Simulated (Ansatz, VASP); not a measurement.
## Ni: VASP beside Ansatz

Contents of INCAR:

```
SYSTEM = Ni
  ALGO = Normal
  EDIFF = 1E-6
  ENCUT = 600
  GGA = RE
  GGA_COMPAT = .FALSE.
  ISIF = 2
  ISMEAR = -1
  LASPH = .TRUE.
  LCHARG = .TRUE.
  LELF = .TRUE.
  LREAL = .FALSE.
  LVHAR = .TRUE.
  LWAVE = .FALSE.
  NBANDS = 11
  NELM = 120
  PREC = Accurate
  SIGMA = 0.1
```

File KPOINTS:

```
k-points
0
G
  15 15 15
  0 0 0
```

File POSCAR:

```
Ni
1.0
    2.2804283334      0.0000000000      0.0000000000
    0.0000000000      2.2804283334      0.0000000000
    0.0000000000      0.0000000000      2.2804283334
Ni
1
Direct
    0.0000000000      0.0000000000      0.0000000000
```

Input for Ansatz:

```yaml
crystal:
  lattice:
    - [2.2804283334, 0.0, 0.0]
    - [0.0, 2.2804283334, 0.0]
    - [0.0, 0.0, 2.2804283334]
  atoms:
    - { symbol: Ni, position: [0.0, 0.0, 0.0] }
hamiltonian:
  xc: revpbe
  pseudopotentials:
    kind: paw
    azcp:
      Ni: "pseudopotentials/Ni.paw.azcp"
basis:
  ecutwfc: 420
  fft_grid_basis: typed
kpoints:
  mp_grid: { grid: [15, 15, 15], shift: [0, 0, 0] }
magnetization:
  spin_polarized: false
scf:
  occupations: { method: fermi_dirac, width: 0.1 }
  lower_state_search: "off"
output:
  stress: true
```

Alike in both runs: task single point; functional revPBE; k mesh 15 × 15 × 15; occupations fermi-dirac, width 0.1 eV; no spin polarisation.

```csv
,VASP,Ansatz
version,VASP 6.6.1,Ansatz 0.2.0
potentials or method,"VASP PAW PBE potentials, release 64 (Ni), cutoff 600 eV","plane waves (420 eV) with PAW, scalar-relativistic"
valence electrons in the cell,10,18
```

VASP gave:

* pressure (GPa): 13.4

Task: Which values does Ansatz return?

Result: Pressure (GPa): 13.6.

VASP's potentials were made for PBE, not for revPBE. The functional is the same, so the differences come from potentials, cutoffs and numerics. VASP's potentials hold 10 valence electrons a cell and Ansatz's 18, so a difference there can come from the potentials and not from the codes.
